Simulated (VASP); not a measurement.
A run of VASP 6.6.1 is set up as follows.

Contents of INCAR:

```
  PREC = Accurate
  ENCUT = 520
  EDIFF = 1E-6
  ISMEAR = -1
  SIGMA = 0.15
  LREAL = F
  LASPH = T
  NELM = 60
  ALGO = Normal
  ISIF = 2
  LWAVE = F
  LCHARG = F
  GGA = PS
  NBANDS = 18
```

Contents of KPOINTS:

```
Automatic mesh
0
Gamma
  18 18 10
```

The input POSCAR:

```
Cu
1.0
    2.5339812759      0.0000000000      0.0000000000
   -1.2669906379      2.1944921576      0.0000000000
    0.0000000000      0.0000000000      4.1566229885
Cu
2
Direct
    0.3333333333      0.6666666667      0.2500000000
    0.6666666667      0.3333333333      0.7500000000
```

Potentials or basis: VASP PAW PBE potentials, release 64 (Cu).

Run with:

```console
$ cat potpaw_PBE.64/Cu/POTCAR > POTCAR
$ mpirun -np 1 vasp_std > vasp.out
```

**Question.** Predict the pressure.

**Answer.** -2.4 GPa.

**Question.** Estimate the band gap on the k mesh.

**Answer.** Zero (bands 11 and 12 overlap by 6.07 eV).

Caveat: the PAW data sets were made with another functional, which shifts forces and pressure a little.
